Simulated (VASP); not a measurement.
# InP in VASP: further runs, part 2 of 2

VASP 6.6.1.

## Step 6: Single point, PBE (epitaxial xy strain +1.0%)

The input, INCAR:

```
SYSTEM = InP
ALGO     = Normal         ! electronic algorithm
EDIFF    = 1E-6           ! SCF threshold, eV
ENCUT    = 520            ! plane-wave cutoff, eV
GGA      = PE             ! functional
ISIF     = 2              ! what is computed and relaxed
ISMEAR   = -1             ! smearing method
LASPH    = .TRUE.         ! aspherical terms in the spheres
LCHARG   = .TRUE.         ! write CHGCAR
LELF     = .TRUE.         ! ELF
LREAL    = .FALSE.        ! projectors in reciprocal space
LVHAR    = .TRUE.       
LWAVE    = .FALSE.        ! write WAVECAR
NBANDS   = 16             ! bands
NELM     = 100            ! most SCF steps
PREC     = Accurate       ! precision mode
SIGMA    = 0.02           ! smearing width, eV
```

The input, KPOINTS:

```
k-points
0
G
  8 8 8
  0 0 0
```

The input, POSCAR:

```
InP
1.0
    0.0000000000      2.9833255112      2.9204433686
    2.9833255112      0.0000000000      2.9204433686
    2.9833255112      2.9833255112      0.0000000000
In P
1 1
Direct
    0.0000000000      0.0000000000      0.0000000000
    0.2500000000      0.2500000000      0.2500000000
```

Potentials or basis: VASP PAW PBE potentials, release 64 (In_d, P).

Command:

```
$ cat potpaw_PBE.64/In_d/POTCAR potpaw_PBE.64/P/POTCAR > POTCAR
$ mpirun -np 1 vasp_std > vasp.out
```

OUTCAR:

```text
SYSTEM = InP
   EDIFF = 1E-6
   ENCUT = 520
   GGA = PE
   ISIF = 2
   ISMEAR = -1
   LASPH = .TRUE.
   LREAL = .FALSE.
   NELM = 100
   PREC = Accurate

 ion  position               nearest neighbor table
   1  0.000  0.000  0.000-   2 2.57   2 2.57   2 2.57   2 2.57
   2  0.250  0.250  0.250-   1 2.57   1 2.57   1 2.57   1 2.57

  LATTYP: Found a body centered tetragonal cell.
 ALAT       =     4.2190593989
 C/A-ratio  =     1.3844049550

  Lattice vectors:

 A1 = (   0.0000000000,  -2.9833255112,  -2.9204433686)
 A2 = (   0.0000000000,   2.9833255112,  -2.9204433686)
 A3 = (   2.9833255112,   0.0000000000,   2.9204433686)

[... 624 lines left out ...]
      6      -5.2773      2.00000
[... 8 lines left out ...]
     15      14.6896      0.00000
     16      14.9120      0.00000

 [... further k-points ...]
[... 5 lines left out ...]
  --------------------------------------------------------------------------------------
  -------------------------------------------------------------------------------------
  Total        0.2416723      0.2416723      0.5126442      0.0000000     -0.0000000     -0.0000000
  in kB        7.4483045      7.4483045     15.7996181      0.0000000     -0.0000000     -0.0000000
  external PRESSURE =      10.2320757 kB  Pullay stress =       0.0000000 kB

 VOLUME and BASIS-vectors are now :
 -----------------------------------------------------------------------------
  energy-cutoff  :      520.00
  volume of cell :       51.99
      direct lattice vectors                 reciprocal lattice vectors
     0.000000000  2.983325511  2.920443369    -0.167598205  0.167598205  0.171206881
     2.983325511  0.000000000  2.920443369     0.167598205 -0.167598205  0.171206881
     2.983325511  2.983325511  0.000000000     0.167598205  0.167598205 -0.171206881

 POSITION                                       TOTAL-FORCE (eV/Angst)
 -----------------------------------------------------------------------------------
      0.00000      0.00000      0.00000        -0.000000     -0.000000     -0.000000
      1.49166      1.49166      1.46022         0.000000      0.000000      0.000000
 -----------------------------------------------------------------------------------
    total drift:                               -0.000000     -0.000000     -0.000000

  FREE ENERGIE OF THE ION-ELECTRON SYSTEM (eV)
  ---------------------------------------------------
  free  energy   TOTEN  =        -8.4012083754 eV

  energy  without entropy=       -8.4012083597  energy(sigma->0) =       -8.40120837
```

It took 14 s on 1 thread of Intel Xeon 6975P-C (Granite Rapids), shared host; peak memory 0.2 GiB.

What came out:

| Property | Result |
| --- | --- |
| Free energy | -8.4012 eV |
| Pressure | 1.0 GPa |
| Band gap on the k mesh | 0.47 eV, direct |

Stress tensor (GPa, compression positive):
```
0.74 0.00 0.00
0.00 0.74 0.00
0.00 0.00 1.58
```

Caveat: the cell differs from its parent crystal (epitaxial xy strain +1.0%); spin-orbit coupling is left out, which moves the levels of the heavy elements.

## Step 7: Single point, r2SCAN (epitaxial xy strain -2.0%)

The input, POSCAR:

```
InP
1.0
    0.0000000000      2.8947118821      3.0162202988
    2.8947118821      0.0000000000      3.0162202988
    2.8947118821      2.8947118821      0.0000000000
In P
1 1
Direct
    0.0000000000      0.0000000000      0.0000000000
    0.2500000000      0.2500000000      0.2500000000
```

The input, INCAR.step1:

```
PREC = Accurate ; ENCUT = 520
ISMEAR = 0 ; SIGMA = 0.01
LREAL = F ; LASPH = T
NELM = 60 ; NBANDS = 16
GGA = PE ; ALGO = Normal
EDIFF = 1E-4 ; LWAVE = T
LCHARG = F
```

The input, INCAR.step2:

```
PREC = Accurate ; ENCUT = 520
EDIFF = 1E-7 ; ISMEAR = 0
SIGMA = 0.01 ; LREAL = F
LASPH = T ; NELM = 60
ALGO = Normal ; ISIF = 2
LWAVE = F ; LCHARG = F
METAGGA = R2SCAN ; LMIXTAU = T
NBANDS = 16 ; ISTART = 1
```

The input, KPOINTS:

```
Automatic mesh
0
Gamma
  8 8 8
```

Potentials or basis: VASP PAW PBE potentials, release 64 (In_d, P).

Command:

```
$ cat potpaw_PBE.64/In_d/POTCAR potpaw_PBE.64/P/POTCAR > POTCAR
$ cp INCAR.step1 INCAR
$ mpirun -np 1 vasp_std > vasp.out
$ cp INCAR.step2 INCAR
$ mpirun -np 1 vasp_std > vasp.out
```

OUTCAR:

```text
PREC = Accurate
   ENCUT = 520
   EDIFF = 1E-7
   ISMEAR = 0
   LREAL = F
   LASPH = T
   NELM = 60
   ISIF = 2
   METAGGA = R2SCAN
   ISTART = 1

 ion  position               nearest neighbor table
   1  0.000  0.000  0.000-   2 2.54   2 2.54   2 2.54   2 2.54
   2  0.250  0.250  0.250-   1 2.54   1 2.54   1 2.54   1 2.54

  LATTYP: Found a body centered tetragonal cell.
 ALAT       =     4.0937408028
 C/A-ratio  =     1.4735765863

  Lattice vectors:

 A1 = (  -2.8947118821,   0.0000000000,   3.0162202988)
 A2 = (   2.8947118821,   0.0000000000,   3.0162202988)
 A3 = (   0.0000000000,   2.8947118821,  -3.0162202988)

Analysis of symmetry for initial positions (statically):
=====================================================================
 Subroutine PRICEL returns:
 Original cell was already a primitive cell.

 Routine SETGRP: Setting up the symmetry group for a
 body centered tetragonal supercell.

 Subroutine GETGRP returns: Found  8 space group operations
 (whereof  8 operations were pure point group operations)
 out of a pool of 16 trial point group operations.

The static configuration has the point symmetry D_2d.

Analysis of symmetry for dynamics (positions and initial velocities):
=====================================================================
 Subroutine PRICEL returns:
 Original cell was already a primitive cell.

 Routine SETGRP: Setting up the symmetry group for a
 body centered tetragonal supercell.

 Subroutine GETGRP returns: Found  8 space group operations
 (whereof  8 operations were pure point group operations)
 out of a pool of 16 trial point group operations.

The dynamic configuration has the point symmetry D_2d.

 Subroutine INISYM returns: Found  8 space group operations
 (whereof  8 operations are pure point group operations),
 and found     1 'primitive' translations

[... 105 lines left out ...]
   NELECT =      18.0000    total number of electrons
   NUPDOWN=      -1.0000    fix difference up-down
   EMIN   =  10.00;   EMAX   =-10.00  energy-range for DOS
   EFERMI =   0.00;   METHOD = LEGACY
   ISMEAR =     0;   SIGMA  =   0.01  broadening in eV -4-tet -1-fermi 0-gaus
   EFERMI_NEDOS =   21; number of points for ismear=-14 and -15
   IALGO  =     38    algorithm
   IMIX   =      4    mixing-type and parameters
     AMIX     =   0.40;   BMIX     =  1.00
     AMIX_MAG =   1.60;   BMIX_MAG =  1.00
  volume/ion in A,a.u.               =      25.27       170.56
  Fermi-wavevector in a.u.,A,eV,Ry     =   1.160373  2.192788 18.319787  1.346466
  Thomas-Fermi vector in A             =   2.296957
   LORBIT       =      0    0 simple, 1 ext, 2 COOP (PROOUT), +10 PAW based schemes
   METAGGA = R2SCAN    functional components
   LHFCALC =     F    Hartree Fock is set to
   AEXX    =    0.0000 exact exchange contribution
   IVDW    =     0    specifies the selected vdW correction
   LEPSILON=     F    determine dielectric tensor
   LRPA    =     F    only Hartree local field effects (RPA)
 non-spin polarized calculation
 Gauss-broadening in eV      SIGMA  =   0.01
  energy-cutoff  :      520.00
  volume of cell :       50.55
 maximum number of plane-waves:      1379
   NGX = 15   NGY = 15   NGZ = 15

 number of electron      18.0000003 magnetization

 Free energy of the ion-electron system (eV)
  ---------------------------------------------------
  ext. energy  EPLUGINS =         0.00000000
  ---------------------------------------------------
  free energy    TOTEN  =       -32.28527683 eV

  energy without entropy =      -32.28527683  energy(sigma->0) =      -32.28527683

 E-fermi :   5.1737     XC(G=0):  -9.8629

 val. band max:        5.0367112263   @ k =   0.0000   0.0000   0.0000
 cond. band min:       6.1001398056   @ k =   0.0000   0.0000   0.0000
 fundamental gap:      1.0634285793
 Fermi energy:         5.1736951716

 k-point     1 :       0.0000    0.0000    0.0000
  band No.  band energies     occupation
      1      -9.6954      2.00000
      2      -9.6765      2.00000
      3      -9.6765      2.00000
      4      -9.5098      2.00000
      5      -9.5045      2.00000
      6      -7.0005      2.00000
[... 433 lines left out ...]
      3      -9.6331      2.00000
      4      -9.5195      2.00000
      5      -9.4863      2.00000
      6      -5.6792      2.00000
[... 8 lines left out ...]
     15      15.3773      0.00000
     16      15.7943      0.00000

 [... further k-points ...]
[... 5 lines left out ...]
  --------------------------------------------------------------------------------------
  -------------------------------------------------------------------------------------
  Total        0.5881982      0.5881982     -0.0387077      0.0000000      0.0000000      0.0000000
  in kB       18.6436322     18.6436322     -1.2268863      0.0000000      0.0000000      0.0000000
  external PRESSURE =      12.0201261 kB  Pullay stress =       0.0000000 kB

 VOLUME and BASIS-vectors are now :
 -----------------------------------------------------------------------------
  energy-cutoff  :      520.00
  volume of cell :       50.55
      direct lattice vectors                 reciprocal lattice vectors
     0.000000000  2.894711882  3.016220299    -0.172728762  0.172728762  0.165770385
     2.894711882  0.000000000  3.016220299     0.172728762 -0.172728762  0.165770385
     2.894711882  2.894711882  0.000000000     0.172728762  0.172728762 -0.165770385

 POSITION                                       TOTAL-FORCE (eV/Angst)
 -----------------------------------------------------------------------------------
      0.00000      0.00000      0.00000         0.000000      0.000000      0.000000
      1.44736      1.44736      1.50811        -0.000000     -0.000000     -0.000000
 -----------------------------------------------------------------------------------
    total drift:                                0.000030      0.000030      0.000020

  FREE ENERGIE OF THE ION-ELECTRON SYSTEM (eV)
  ---------------------------------------------------
  free  energy   TOTEN  =       -32.2852768292 eV

  energy  without entropy=      -32.2852768292  energy(sigma->0) =      -32.28527683
```

OUTCAR.step1:

```text
PREC = Accurate
   ENCUT = 520
   ISMEAR = 0
   LREAL = F
   LASPH = T
[... 677 lines left out ...]
 -----------------------------------------------------------------------------------
      0.00000      0.00000      0.00000        -0.000000     -0.000000     -0.000000
      1.44736      1.44736      1.50811         0.000000      0.000000      0.000000
 -----------------------------------------------------------------------------------
    total drift:                                0.000003      0.000003      0.000003

  FREE ENERGIE OF THE ION-ELECTRON SYSTEM (eV)
  ---------------------------------------------------
  free  energy   TOTEN  =        -8.3775127592 eV

  energy  without entropy=       -8.3775127592  energy(sigma->0) =       -8.37751276
```

It took 86 s on 1 thread of Intel Xeon 6975P-C (Granite Rapids), shared host; peak memory 0.2 GiB.

What came out:

| Item | Value |
| --- | --- |
| Free energy | -32.2853 eV |
| Pressure | 1.2 GPa |
| Band gap on the k mesh | 1.06 eV, direct |

Levels at points of the mesh, in eV from the valence-band top:
```tsv
k point	band 7	band 8	band 9	band 10	band 11	band 12
(0.00, 0.00, 0.00)	-0.22	0.00	0.00	1.06	4.36	4.36
(0.50, 0.00, 0.00)	-5.93	-1.22	-0.93	1.75	4.98	5.24
(0.50, 0.50, 0.00)	-6.10	-2.30	-2.30	2.11	2.74	9.50
(0.50, 0.00, 0.50)	-5.84	-2.55	-2.53	1.87	2.35	9.90
```

Caveat: the cell differs from its parent crystal (epitaxial xy strain -2.0%); the PAW data sets were made with another functional, which shifts forces and pressure a little; spin-orbit coupling is left out, which moves the levels of the heavy elements.

## Step 8: Summary

| level | cell | k mesh | smearing | gap on the mesh (eV) | pressure (GPa) |
| --- | --- | --- | --- | --- | --- |
| PBE | a = 4.177 Å, angles 60.0°, 2 atoms | 4 × 4 × 4 | gaussian 0.01 eV | 0.57 | 1.8 |
| PBE | a = 4.177 Å, angles 60.0°, 2 atoms | 8 × 8 × 8 | fermi-dirac 0.02 eV | 0.58 | 1.6 |
| PBE | a = 4.181, b = 4.181, c = 4.094 Å, angles 60.7, 60.7, 58.6°, 2 atoms | 8 × 8 × 8 | fermi-dirac 0.02 eV | 0.61 | 2.9 |
| PBE | a = 4.179, b = 4.179, c = 4.136 Å, angles 60.3, 60.3, 59.3°, 2 atoms | 8 × 8 × 8 | fermi-dirac 0.02 eV | 0.60 | 2.3 |
| PBE | a = 4.175, b = 4.175, c = 4.219 Å, angles 59.6, 59.6, 60.7°, 2 atoms | 8 × 8 × 8 | fermi-dirac 0.02 eV | 0.47 | 1.0 |
| r2SCAN | a = 4.181, b = 4.181, c = 4.094 Å, angles 60.7, 60.7, 58.6°, 2 atoms | 8 × 8 × 8 | gaussian 0.01 eV | 1.06 | 1.2 |

Alike in all rows: task single point; potentials or basis VASP PAW PBE potentials, release 64 (In_d, P); no spin polarisation; cutoff (eV) 520.

Caveats: some runs use coarse meshes; spin-orbit coupling is left out, which moves the levels of the heavy elements; the PAW data sets were made with another functional, which shifts forces and pressure a little (some runs).

Total energies depend on the potentials used, so only differences within one code and one set of settings carry meaning.
